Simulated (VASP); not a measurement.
Write the native input for VASP 6.6.1 that does the following.

```
Task                   : relaxation of cell and atoms
Functional             : PBE
Potentials or basis    : VASP PAW PBE potentials, release 64 (Li_sv, Cl)
Cutoff                 : 600 eV
k mesh                 : 8 × 8 × 6
Occupations            : gaussian, width 0.02 eV
Spin                   : no spin polarisation
Dipole correction      : no
Further INCAR settings : ALGO = Normal; EDIFF = 1e-06; IBRION = 2; EDIFFG = -0.01; NSW = 100; ISIF = 3
```

The structure of LiCl lies in POSCAR:

```
LiCl
1.0
    3.4390851215      0.0000000000      0.0000000000
    0.0000000000      3.4390851215      0.0000000000
    0.0000000000      0.0000000000      4.7583349766
Li Cl
1 1
Direct
    0.0000000000      0.0000000000      0.0000000000
    0.5000000000      0.5000000000      0.0000000000
```

This cell differs from its parent crystal: atoms taken out.

The input as run:

INCAR

```
PREC = Accurate
ENCUT = 600
EDIFF = 1E-6
ISMEAR = 0
SIGMA = 0.02
LREAL = False
LASPH = True
NELM = 60
ALGO = Normal
ISIF = 3
LWAVE = False
LCHARG = False
GGA = PE
IBRION = 2
NSW = 100
EDIFFG = -0.01
```

KPOINTS

```
regular mesh
0
Gamma
  8 8 6
```

Potentials or basis: VASP PAW PBE potentials, release 64 (Li_sv, Cl).

The run is started by

```console
$ cat potpaw_PBE.64/Li_sv/POTCAR potpaw_PBE.64/Cl/POTCAR > POTCAR
$ mpirun -np 1 vasp_std > vasp.out
```

It gave:

| Property | Result |
| --- | --- |
| Relaxed volume | 28.61 Å³/atom |
| Relaxed cell | a = 3.428 Å, b = 3.428 Å, c = 4.868 Å, α = 90.00°, β = 90.00°, γ = 90.00° |
| Space group after relaxing (to 0.1 Å) | P4/mmm (No. 123) |
| Energy gained by relaxing | 0.4 meV/atom |
| Ionic steps | 16 |
| Pressure after relaxing | 0.0 GPa |
| Band gap on the k mesh | 4.86 eV (least direct gap 5.31 eV) |

Caveat: the cell differs from its parent crystal (atoms taken out); the cutoff is under 1.25 times the usual one of these potentials, so pressure, stress and relaxed cells hold a basis-set (Pulay) error.

Wall time 6.6 min on 1 thread of Oxide Virtual Turin-like Processor, on a shared host, peak memory 0.16 GiB.
